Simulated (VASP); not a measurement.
Wanted: the native input for a VASP 6.6.1 run.

| Quantity | Value |
| --- | --- |
| Task | single point |
| Functional | PBE |
| Potentials or basis | VASP PAW PBE potentials, release 64 (Ba_sv, Zr_sv, O) |
| Cutoff | 520 eV |
| k mesh | 6 × 6 × 6 |
| Occupations | gaussian, width 0.01 eV |
| Spin | no spin polarisation |
| Dipole correction | no |
| Further INCAR settings | ALGO = Normal; EDIFF = 1e-06; NBANDS = 28 |

The structure of BaZrO3 lies in POSCAR:

```
BaZrO3
1.0
    4.2091220657      0.0000000000      0.0000000000
    0.0000000000      4.2091220657      0.0000000000
    0.0000000000      0.0000000000      4.2091220657
Ba Zr O
1 1 3
Direct
    0.0000000000      0.0000000000      0.0000000000
    0.5000000000      0.5000000000      0.5000000000
    0.0000000000      0.5000000000      0.5000000000
    0.5000000000      0.0000000000      0.5000000000
    0.5000000000      0.5000000000      0.0000000000
```

These files were run (other wordings do the same):

INCAR

```
PREC = Accurate
ENCUT = 520
EDIFF = 1E-6
ISMEAR = 0
SIGMA = 0.01
LREAL = False
LASPH = True
NELM = 100
ALGO = Normal
ISIF = 2
LWAVE = False
LCHARG = False
GGA = PE
NBANDS = 28
```

KPOINTS

```
Automatic mesh
0
Gamma
  6 6 6
```

Potentials or basis: VASP PAW PBE potentials, release 64 (Ba_sv, Zr_sv, O).

Run with:

```bash
$ cat potpaw_PBE.64/Ba_sv/POTCAR potpaw_PBE.64/Zr_sv/POTCAR potpaw_PBE.64/O/POTCAR > POTCAR
$ mpirun -np 1 vasp_std > vasp.out
```

Results of the run:

```
Pressure               : 3.0 GPa
Band gap on the k mesh : 3.16 eV, indirect (least direct gap 3.40 eV)
```

Caveat: spin-orbit coupling is left out, which moves the levels of the heavy elements.

It took 28 s on 1 thread of Intel Xeon 6975P-C, on a shared host, peak memory 0.2 GiB.
